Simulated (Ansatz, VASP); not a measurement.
# Two plane-wave programs on CdF2

```
Cd F
1.0
     0.00000    2.72535    2.83681
     2.72535    0.00000    2.83681
     2.72535    2.72535    0.00000
Cd F
1 2
Cartesian
  0.0000 0.0000 0.0000
  1.3627 1.3627 1.4184
  4.0880 4.0880 4.2552
```

Alike in both runs: task single point; functional PBEsol; k mesh 8 × 8 × 8; occupations gaussian, width 0.05 eV; no spin polarisation.

```csv
,VASP,Ansatz
version,VASP 6.6.1,Ansatz 0.2.0
potentials or method,"VASP PAW PBE potentials, release 64 (Cd, F), cutoff 520 eV","scalar-relativistic, plane waves, PAW"
valence electrons in the cell,26,34
```

|  | VASP | Ansatz | Ansatz less VASP |
| --- | --- | --- | --- |
| gap on the k mesh at the Fermi level (eV) | 2.59 | 2.62 | +0.028 |
| least direct gap on the mesh (eV) | 3.15 | 3.17 | +0.027 |
| pressure (GPa) | -6.5 | -6.9 | -0.48 |
| traceless stress, the component that is largest in VASP (GPa) | -2.77 | -2.80 | -0.038 |

VASP's potentials were made for PBE, not for PBEsol. The functional is the same, so the differences come from potentials, cutoffs and numerics. VASP's potentials hold 26 valence electrons a cell and Ansatz's 34, so a difference there can come from the potentials and not from the codes.
